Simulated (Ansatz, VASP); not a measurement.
## MnO in VASP and in Ansatz

INCAR

```
SYSTEM = MnO
ALGO     = Normal         ! electronic algorithm
EDIFF    = 1E-7           ! SCF threshold, eV
ENCUT    = 520            ! plane-wave cutoff, eV
GGA      = PE             ! functional
ISIF     = 2              ! what is computed and relaxed
ISMEAR   = -1             ! smearing method
ISPIN    = 2              ! spin polarisation
LASPH    = .True.         ! aspherical terms in the spheres
LCHARG   = .True.         ! write CHGCAR
LELF     = .True.         ! ELF
LMAXMIX  = 4              ! l up to which the mixer works
LORBIT   = 11             ! projections on sites
LREAL    = .False.        ! projectors in reciprocal space
LVHAR    = .True.       
LWAVE    = .False.        ! write WAVECAR
MAGMOM   = 4 0            ! initial moments
NBANDS   = 20             ! bands
NELM     = 150            ! most SCF steps
PREC     = Accurate       ! precision mode
SIGMA    = 0.05           ! smearing width, eV
```

File KPOINTS:

```
k-points
0
Gamma
  8 8 8
  0 0 0
```

File POSCAR:

```
MnO
1.0
    0.0000000000      2.3128640109      2.2239077028
    2.3128640109      0.0000000000      2.2239077028
    2.3128640109      2.3128640109      0.0000000000
Mn O
1 1
Direct
    0.0000000000      0.0000000000      0.0000000000
    0.5000000000      0.5000000000      0.5000000000
```

The input input.yaml:

```yaml
crystal:
  lattice:
    - [0.0, 2.3128640109, 2.2239077028]
    - [2.3128640109, 0.0, 2.2239077028]
    - [2.3128640109, 2.3128640109, 0.0]
  atoms:
    - { symbol: Mn, position: [0.0, 0.0, 0.0], spin: 4.0 }
    - { symbol: O, position: [0.5, 0.5, 0.5] }
hamiltonian:
  xc: pbe
  pseudopotentials: { kind: paw }
magnetization:
  spin_polarized: true
kpoints:
  mp_grid: { grid: [8, 8, 8] }
  band_path:
    path:
      - [[0.0, 0.0, 0.0], [0.0, 0.5, 0.5], [0.2704, 0.5, 0.7704], [0.3852, 0.3852, 0.7704], [0.0, 0.0, 0.0], [-0.5, -0.5, 0.0], [-0.3852, -0.3852, 0.2296], [0.0, 0.0, 0.5], [-0.25, 0.25, 0.5], [-0.5, -0.2704, 0.2296], [-0.5, -0.5, 0.0]]
      - [[0.0, 0.5, 0.5], [-0.25, 0.25, 0.5]]
    npoints: 14
scf:
  occupations: { method: fermi_dirac, width: 0.05 }
  n_extra_bands: 6
output:
  forces: true
  stress: true
  eigenvalues: true
  fatbands: false
  write_density: true
  write_potential: true
  elf: true
  volumetric_format: npy
```

Alike in both runs: functional PBE; k mesh 8 × 8 × 8; occupations fermi-dirac, width 0.05 eV; collinear spin.

|  | VASP | Ansatz |
| --- | --- | --- |
| version | VASP 6.6.1 | Ansatz 0.2.0 |
| potentials or method | VASP PAW PBE potentials, release 64 (Mn_pv, O) | Ansatz PAW |
| plane-wave cutoff (eV) | 520 | 420 |
| valence electrons in the cell | 19 | 21 |
| task | single point | band structure |

VASP gave:

```
gap on the k mesh at the Fermi level (eV)                     : none
pressure (GPa)                                                : -8.1
traceless stress, the component that is largest in VASP (GPa) : -0.07
net moment per atom (μB)                                      : 2.45
size of the moment on the site where the two differ most (μB) : 4.44
```

Task: Which values does Ansatz return?

Result: gap on the k mesh at the Fermi level (eV): none; pressure (GPa): -8.2; traceless stress, the component that is largest in VASP (GPa): -0.20; net moment per atom (μB): 2.45; size of the moment on the site where the two differ most (μB): 4.14.

Site moments also hang on the region over which each program counts them. A gap of «none» marks a metal or a gap that the smearing closes. With one functional, cell and mesh, what is left measures potentials, basis and numerics. VASP's potentials hold 19 valence electrons a cell and Ansatz's 21, so a difference there can come from the potentials and not from the codes.
